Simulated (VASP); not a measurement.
# LiBr (Fm-3m) in VASP: further runs

The runs below take LiBr through single point, with PBE.

Everything below comes from runs of VASP 6.6.1. Logs are shortened: lines on timing, memory, paths and dates and some standing lists are left out, and cuts for length are marked.

## Step 1: The cell of the first run

Symmetry: Fm-3m, No. 225, cubic system. Conventional cell: a = 5.281 Å, b = 5.281 Å, c = 5.281 Å, α = 90.00°, β = 90.00°, γ = 90.00°. Li (site symmetry m-3m) has 6 Br at 2.64 Å within 3.5 Å. Br (site symmetry m-3m) has 6 Li at 2.64 Å within 3.5 Å.

## Step 2: Single point, PBE (volume scaled by 0.88)

The input, INCAR:

```
PREC = Accurate ; ENCUT = 750
EDIFF = 1E-6 ; ISMEAR = 0
SIGMA = 0.02 ; LREAL = F
LASPH = T ; NELM = 120
ALGO = Normal ; ISIF = 2
LWAVE = F ; LCHARG = T
GGA = PE ; LELF = T
LVHAR = T ; NBANDS = 12
GGA_COMPAT = F
```

The input, KPOINTS:

```
Automatic mesh
0
Gamma
  8 8 8
```

The input, POSCAR:

```
LiBr
1.0
    0.0000000000      2.6404594676      2.6404594676
    2.6404594676      0.0000000000      2.6404594676
    2.6404594676      2.6404594676      0.0000000000
Li Br
1 1
Direct
    0.0000000000      0.0000000000      0.0000000000
    0.5000000000      0.5000000000      0.5000000000
```

Potentials or basis: VASP PAW PBE potentials, release 64 (Li_sv, Br).

Started as:

```bash
$ cat potpaw_PBE.64/Li_sv/POTCAR potpaw_PBE.64/Br/POTCAR > POTCAR
$ mpirun -np 1 vasp_std > vasp.out
```

OUTCAR:

```text
PREC = Accurate
   ENCUT = 750
   EDIFF = 1E-6
   ISMEAR = 0
   LREAL = F
   LASPH = T
   NELM = 120
   ISIF = 2
   GGA = PE

 ion  position               nearest neighbor table
   1  0.000  0.000  0.000-   2 2.64   2 2.64   2 2.64   2 2.64   2 2.64   2 2.64
   2  0.500  0.500  0.500-   1 2.64   1 2.64   1 2.64   1 2.64   1 2.64   1 2.64

  LATTYP: Found a face centered cubic cell.
 ALAT       =     5.2809189352

  Lattice vectors:

 A1 = (   0.0000000000,   2.6404594676,   2.6404594676)
 A2 = (   2.6404594676,   0.0000000000,   2.6404594676)
 A3 = (   2.6404594676,   2.6404594676,   0.0000000000)

Analysis of symmetry for initial positions (statically):
=====================================================================
 Subroutine PRICEL returns:
 Original cell was already a primitive cell.

 Routine SETGRP: Setting up the symmetry group for a
 face centered cubic supercell.

 Subroutine GETGRP returns: Found 48 space group operations
 (whereof 48 operations were pure point group operations)
 out of a pool of 48 trial point group operations.

The static configuration has the point symmetry O_h .

Analysis of symmetry for dynamics (positions and initial velocities):
=====================================================================
 Subroutine PRICEL returns:
 Original cell was already a primitive cell.

 Routine SETGRP: Setting up the symmetry group for a
 face centered cubic supercell.

 Subroutine GETGRP returns: Found 48 space group operations
 (whereof 48 operations were pure point group operations)
 out of a pool of 48 trial point group operations.

The dynamic configuration has the point symmetry O_h .

 Subroutine INISYM returns: Found 48 space group operations
 (whereof 48 operations are pure point group operations),
 and found     1 'primitive' translations

----------------------------------------------------------------------------------------

                                     Primitive cell

  volume of cell :      36.8187

  direct lattice vectors                    reciprocal lattice vectors
     0.000000000  2.640459468  2.640459468    -0.189360983  0.189360983  0.189360983
     2.640459468  0.000000000  2.640459468     0.189360983 -0.189360983  0.189360983
     2.640459468  2.640459468  0.000000000     0.189360983  0.189360983 -0.189360983

  length of vectors
     3.734173590  3.734173590  3.734173590     0.327982843  0.327982843  0.327982843

  position of ions in fractional coordinates (direct lattice)
     0.000000000  0.000000000  0.000000000
     0.500000000  0.500000000  0.500000000

  ion indices of the primitive-cell ions
   primitive index   ion index
                 1           1
                 2           2

----------------------------------------------------------------------------------------

 KPOINTS: Automatic mesh

Automatic generation of k-mesh.
 Grid dimensions read from file:
 generate k-points for:    8    8    8

 Generating k-lattice:

  Cartesian coordinates                     Fractional coordinates (reciprocal lattice)
    -0.023670123  0.023670123  0.023670123     0.125000000  0.000000000  0.000000000
     0.023670123 -0.023670123  0.023670123     0.000000000  0.125000000  0.000000000
     0.023670123  0.023670123 -0.023670123     0.000000000  0.000000000  0.125000000

  Length of vectors
     0.040997855  0.040997855  0.040997855

  Shift w.r.t. Gamma in fractional coordinates (k-lattice)
     0.000000000  0.000000000  0.000000000

 Subroutine IBZKPT returns following result:
 ===========================================

 Found     29 irreducible k-points:

 Following reciprocal coordinates:
            Coordinates               Weight
  0.000000  0.000000  0.000000      1.000000
  0.125000  0.000000  0.000000      8.000000
  0.250000  0.000000  0.000000      8.000000
  0.375000  0.000000  0.000000      8.000000
  0.500000  0.000000  0.000000      4.000000
  0.125000  0.125000  0.000000      6.000000
[... 16 lines left out ...]
  0.500000  0.250000  0.125000     48.000000
 -0.375000  0.250000  0.125000     24.000000
 [... further k-points ...]
   k-points           NKPTS =     29   k-points in BZ     NKDIM =     29   number of bands    NBANDS=     12
   number of dos      NEDOS =    301   number of ions     NIONS =      2
   total plane-waves  NPLWV =  46656
   dimension x,y,z NGX =    36 NGY =   36 NGZ =   36
   dimension x,y,z NGXF=    72 NGYF=   72 NGZF=   72
   ions per type =               1   1
   NGX,Y,Z   is equivalent  to a cutoff of  16.03, 16.03, 16.03 a.u.
   NGXF,Y,Z  is equivalent  to a cutoff of  32.05, 32.05, 32.05 a.u.
 SYSTEM =  unknown system
   PREC   = accura    normal or accurate (medium, high low for compatibility)
   ISTART =      0    job   : 0-new  1-cont  2-samecut
   ICHARG =      2    charge: 1-file 2-atom 10-const
   ISPIN  =      1    spin polarized calculation?
   LNONCOLLINEAR =      F non collinear calculations
   LSORBIT =      F    spin-orbit coupling
   LASPH  =      T    aspherical Exc in radial PAW
   ENCUT  =  750.0 eV  55.12 Ry    7.42 a.u.   8.34  8.34  8.34*2*pi/ulx,y,z
   NELM   =    120;   NELMIN=  2; NELMDL= -5     # of ELM steps
   EDIFF  = 0.1E-05   stopping-criterion for ELM
   LREAL  =      F    real-space projection
   EDIFFG = 0.1E-04   stopping-criterion for IOM
   NSW    =      0    number of steps for IOM
   IBRION =     -1    ionic relax: 0-MD 1-quasi-New 2-CG
   NFREE  =      0    steps in history (QN), initial steepest desc. (CG)
   ISIF   =      2    stress and relaxation
   ISYM   =      2    0-nonsym 1-usesym 2-fastsym
   POTIM  = 0.5000    time-step for ionic-motion
   TEBEG  =    0.0;   TEEND  =   0.0 temperature during run
   PSTRESS=    0.0 pullay stress
   NELECT =      10.0000    total number of electrons
   NUPDOWN=      -1.0000    fix difference up-down
   EMIN   =  10.00;   EMAX   =-10.00  energy-range for DOS
   EFERMI =   0.00;   METHOD = LEGACY
   ISMEAR =     0;   SIGMA  =   0.02  broadening in eV -4-tet -1-fermi 0-gaus
   EFERMI_NEDOS =   21; number of points for ismear=-14 and -15
   IALGO  =     38    algorithm
   IMIX   =      4    mixing-type and parameters
     AMIX     =   0.40;   BMIX     =  1.00
     AMIX_MAG =   1.60;   BMIX_MAG =  1.00
  volume/ion in A,a.u.               =      18.41       124.23
  Fermi-wavevector in a.u.,A,eV,Ry     =   1.060194  2.003476 15.293101  1.124011
  Thomas-Fermi vector in A             =   2.195566
   LORBIT       =      0    0 simple, 1 ext, 2 COOP (PROOUT), +10 PAW based schemes
   GGA     = PE    functional components
   LHFCALC =     F    Hartree Fock is set to
   AEXX    =    0.0000 exact exchange contribution
   IVDW    =     0    specifies the selected vdW correction
   LEPSILON=     F    determine dielectric tensor
   LRPA    =     F    only Hartree local field effects (RPA)
 non-spin polarized calculation
 Gauss-broadening in eV      SIGMA  =   0.02
  energy-cutoff  :      750.00
  volume of cell :       36.82
 maximum number of plane-waves:      1759
 NGX is ok and might be reduce to    36
   NGX = 17   NGY = 17   NGZ = 17

 number of electron      10.0000000 magnetization

 number of electron       9.9999999 magnetization

 Free energy of the ion-electron system (eV)
  ---------------------------------------------------
  ext. energy  EPLUGINS =         0.00000000
  ---------------------------------------------------
  free energy    TOTEN  =        -6.58130570 eV

  energy without entropy =       -6.58130570  energy(sigma->0) =       -6.58130570

 E-fermi :   1.4012     XC(G=0):  -8.9455

 val. band max:        1.2364990125   @ k =   0.0000   0.0000   0.0000
 cond. band min:       6.7704270395   @ k =   0.0000   0.0000   0.0000
 fundamental gap:      5.5339280270
 Fermi energy:         1.4012051452

 k-point     1 :       0.0000    0.0000    0.0000
  band No.  band energies     occupation
      1     -43.0121      2.00000
      2     -12.6590      2.00000
      3       1.2365      2.00000
      4       1.2365      2.00000
      5       1.2365      2.00000
      6       6.7704      0.00000
      7      11.8145      0.00000
      8      11.8145      0.00000
      9      11.8145      0.00000
     10      14.0152      0.00000
     11      14.0152      0.00000
     12      14.0152      0.00000

 k-point     2 :       0.1250    0.0000    0.0000
  band No.  band energies     occupation
      1     -43.0117      2.00000
      2     -12.5753      2.00000
      3       0.5446      2.00000
      4       1.1835      2.00000
      5       1.1835      2.00000
      6       7.3039      0.00000
      7      11.1333      0.00000
      8      11.7200      0.00000
      9      11.7200      0.00000
     10      12.8966      0.00000
     11      12.8966      0.00000
     12      14.3753      0.00000

 k-point     3 :       0.2500    0.0000    0.0000
  band No.  band energies     occupation
      1     -43.0110      2.00000
      2     -12.3608      2.00000
      3      -0.7501      2.00000
      4       1.0642      2.00000
      5       1.0642      2.00000
      6       7.5459      0.00000
      7      10.5411      0.00000
      8      10.5411      0.00000
      9      11.5172      0.00000
     10      13.8649      0.00000
     11      13.8649      0.00000
     12      14.7946      0.00000
[... 286 lines left out ...]
 k-point    23 :       0.5000    0.2500    0.1250
  band No.  band energies     occupation
      1     -43.0099      2.00000
      2     -11.9817      2.00000
      3      -1.6117      2.00000
      4      -0.3089      2.00000
      5       0.5957      2.00000
      6       8.6877      0.00000
      7       9.3003      0.00000
      8      10.6045      0.00000
      9      11.8894      0.00000
     10      14.5235      0.00000
     11      17.2816      0.00000
     12      17.7911      0.00000

 k-point    24 :      -0.3750    0.2500    0.1250
  band No.  band energies     occupation
      1     -43.0097      2.00000
      2     -11.8920      2.00000
      3      -1.8875      2.00000
      4      -0.4215      2.00000
      5       0.4812      2.00000
      6       8.4786      0.00000
      7       9.2747      0.00000
      8      10.7255      0.00000
      9      12.6602      0.00000
     10      15.3064      0.00000
     11      15.9388      0.00000
     12      18.5726      0.00000

 [... further k-points ...]
[... 5 lines left out ...]
  --------------------------------------------------------------------------------------
  -------------------------------------------------------------------------------------
  Total        0.9840746      0.9840746      0.9840746      0.0000000     -0.0000000      0.0000000
  in kB       42.8223092     42.8223092     42.8223092      0.0000000     -0.0000000      0.0000000
  external PRESSURE =      42.8223092 kB  Pullay stress =       0.0000000 kB

 VOLUME and BASIS-vectors are now :
 -----------------------------------------------------------------------------
  energy-cutoff  :      750.00
  volume of cell :       36.82
      direct lattice vectors                 reciprocal lattice vectors
     0.000000000  2.640459468  2.640459468    -0.189360983  0.189360983  0.189360983
     2.640459468  0.000000000  2.640459468     0.189360983 -0.189360983  0.189360983
     2.640459468  2.640459468  0.000000000     0.189360983  0.189360983 -0.189360983

 POSITION                                       TOTAL-FORCE (eV/Angst)
 -----------------------------------------------------------------------------------
      0.00000      0.00000      0.00000         0.000000     -0.000000      0.000000
      2.64046      2.64046      2.64046        -0.000000      0.000000     -0.000000
 -----------------------------------------------------------------------------------
    total drift:                                0.000000      0.000000      0.000000

  FREE ENERGIE OF THE ION-ELECTRON SYSTEM (eV)
  ---------------------------------------------------
  free  energy   TOTEN  =        -6.5813057041 eV

  energy  without entropy=       -6.5813057041  energy(sigma->0) =       -6.58130570
```

It took 18 s on 1 thread of Intel Xeon Platinum 8375C at 2.90GHz (Ice Lake), shared host; peak memory 0.2 GiB.

What came out:

```yaml
Free_energy: -6.5813 eV
Pressure: 4.3 GPa
Band_gap_on_the_k_mesh: 5.53 eV, direct
```

## Step 3: Single point, PBE (volume scaled by 0.94)

The input, INCAR:

```
SYSTEM = LiBr
ALGO = Normal
EDIFF = 1E-6
ENCUT = 750
GGA = PE
GGA_COMPAT = .FALSE.
ISIF = 2
ISMEAR = 0
LASPH = .TRUE.
LCHARG = .FALSE.
LREAL = .FALSE.
LWAVE = .FALSE.
NBANDS = 12
NELM = 120
PREC = Accurate
SIGMA = 0.02
```

The input, KPOINTS:

```
k-points
0
G
  8 8 8
  0 0 0
```

The input, POSCAR:

```
LiBr
1.0
    0.0000000000      2.6991554615      2.6991554615
    2.6991554615      0.0000000000      2.6991554615
    2.6991554615      2.6991554615      0.0000000000
Li Br
1 1
Direct
    0.0000000000      0.0000000000      0.0000000000
    0.5000000000      0.5000000000      0.5000000000
```

Potentials or basis: VASP PAW PBE potentials, release 64 (Li_sv, Br).

Started as:

```bash
$ cat potpaw_PBE.64/Li_sv/POTCAR potpaw_PBE.64/Br/POTCAR > POTCAR
$ mpirun -np 1 vasp_std > vasp.out
```

It took 18 s on 1 thread of Intel Xeon Platinum 8375C at 2.90GHz (Ice Lake), shared host; peak memory 0.2 GiB.

Results (log left out):

```
Free energy            : -6.6283 eV
Pressure               : 1.8 GPa
Band gap on the k mesh : 5.20 eV, direct
```

Levels at points of the mesh, in eV from the valence-band top:
| k point | band 2 | band 3 | band 4 | band 5 | band 6 | band 7 | band 8 | band 9 |
| --- | --- | --- | --- | --- | --- | --- | --- | --- |
| (0.00, 0.00, 0.00) | -13.63 | 0.00 | 0.00 | 0.00 | 5.20 | 10.54 | 10.54 | 10.54 |
| (0.50, 0.00, 0.00) | -13.09 | -3.12 | -0.29 | -0.29 | 5.65 | 8.11 | 8.11 | 12.33 |
| (0.50, 0.50, 0.00) | -12.86 | -3.15 | -1.25 | -1.25 | 6.33 | 7.02 | 12.11 | 12.82 |

## Step 4: Single point, PBE (volume scaled by 0.91)

The input, INCAR:

```
PREC = Accurate
ENCUT = 750
EDIFF = 1E-6
ISMEAR = 0
SIGMA = 0.02
LREAL = F
LASPH = T
NELM = 120
ALGO = Normal
ISIF = 2
LWAVE = F
LCHARG = F
GGA = PE
NBANDS = 12
GGA_COMPAT = F
```

The input, KPOINTS:

```
regular mesh
0
Gamma
  8 8 8
```

The input, POSCAR:

```
LiBr
1.0
    0.0000000000      2.6701300349      2.6701300349
    2.6701300349      0.0000000000      2.6701300349
    2.6701300349      2.6701300349      0.0000000000
Li Br
1 1
Direct
    0.0000000000      0.0000000000      0.0000000000
    0.5000000000      0.5000000000      0.5000000000
```

Started as:

```bash
$ cat potpaw_PBE.64/Li_sv/POTCAR potpaw_PBE.64/Br/POTCAR > POTCAR
$ mpirun -np 1 vasp_std > vasp.out
```

It took 19 s on 1 thread of Intel Xeon Platinum 8375C at 2.90GHz (Ice Lake), shared host; peak memory 0.2 GiB.

Results (log left out):

```yaml
Free_energy: -6.6097 eV
Pressure: 2.9 GPa
Band_gap_on_the_k_mesh: 5.36 eV, direct
```

Levels at points of the mesh, in eV from the valence-band top:
```
           k point  band 3  band 4  band 5  band 6  band 7  band 8
(0.00, 0.00, 0.00)    0.00    0.00    0.00    5.36   10.56   10.56
(0.50, 0.00, 0.00)   -3.27   -0.30   -0.30    5.67    8.11    8.11
(0.50, 0.50, 0.00)   -3.31   -1.32   -1.32    6.37    6.95   12.39
```

## Step 5: The runs side by side

| cell | gap on the mesh (eV) | pressure (GPa) |
| --- | --- | --- |
| a = 3.734 Å, angles 60.0°, 2 atoms | 5.53 | 4.3 |
| a = 3.817 Å, angles 60.0°, 2 atoms | 5.20 | 1.8 |
| a = 3.776 Å, angles 60.0°, 2 atoms | 5.36 | 2.9 |

Alike in all rows: task single point; level PBE; potentials or basis VASP PAW PBE potentials, release 64 (Li_sv, Br); no spin polarisation; k mesh 8 × 8 × 8; cutoff (eV) 750; smearing gaussian 0.02 eV.

Total energies depend on the potentials used, so only differences within one code and one set of settings carry meaning.
